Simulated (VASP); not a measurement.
Crystal: EuZn.

```
CELL_PARAMETERS angstrom
3.80800 0.00000 0.00000
0.00000 3.80800 0.00000
0.00000 0.00000 3.80800
ATOMIC_POSITIONS crystal
Eu 0.00000 0.00000 0.00000
Zn 0.50000 0.50000 0.50000
```

Base run:

| Item | Value |
| --- | --- |
| Program | VASP 6.6.1 |
| Functional | LDA |
| Potentials or basis | VASP PAW PBE potentials, release 64 (Eu, Zn) |
| Cutoff | 520 eV |
| k mesh | 9 × 9 × 9 |
| Occupations | fermi-dirac, width 0.08 eV |
| Spin | collinear spin, ferromagnetic start |
| Starting moments | [7.0, 0.0] μB |
| Hubbard terms | Eu f U = 6.0 eV |

Its results: pressure -3.7 GPa; net moment 7.18 μB per cell; site moments Eu +6.77; Zn +0.01 μB.

The run is repeated on the same cell with these changes: hubbard terms from Eu f U = 6.0 eV to Eu f U = 8.0 eV. What comes out?

Pressure -3.2 GPa; net moment 7.19 μB per cell; site moments Eu +6.80; Zn +0.01 μB.

Caveats: the cell stands under tension; the PAW data sets were made with another functional, which shifts forces and pressure a little.
